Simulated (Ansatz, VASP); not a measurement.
FeCo3 in VASP and in Ansatz

```
Fe Co
1.0
     3.53570    0.00000    0.00000
     0.00000    3.53570    0.00000
     0.00000    0.00000    3.53570
Fe Co
1 3
Direct
  0.00000 0.00000 0.00000
  0.50000 0.50000 0.00000
  0.50000 0.00000 0.50000
  0.00000 0.50000 0.50000
```

Alike in both runs: task single point; functional PBEsol; k mesh 1 × 1 × 1; occupations gaussian, width 0.1 eV; collinear spin.

```csv
,VASP,Ansatz
version,VASP 6.6.1,Ansatz 0.2.0
potentials or method,"VASP PAW PBE potentials, release 64 (Fe, Co), cutoff 520 eV","scalar-relativistic, plane waves, PAW"
valence electrons in the cell,35,67
```

|  | VASP | Ansatz | Ansatz less VASP |
| --- | --- | --- | --- |
| pressure (GPa) | 16.5 | 17.5 | +1.00 |
| net moment per atom (μB) | 2.75 | 2.75 | 0.000 |
| size of the moment on the site where the two differ most (μB) | 3.37 | 3.24 | -0.133 |

VASP's potentials were made for PBE, not for PBEsol. Site moments also hang on the region over which each program counts them. VASP's potentials hold 35 valence electrons a cell and Ansatz's 67, so a difference there can come from the potentials and not from the codes. Ansatz's warnings: stability check not made.

The k mesh is coarse, so the values compare programs but aren't converged.
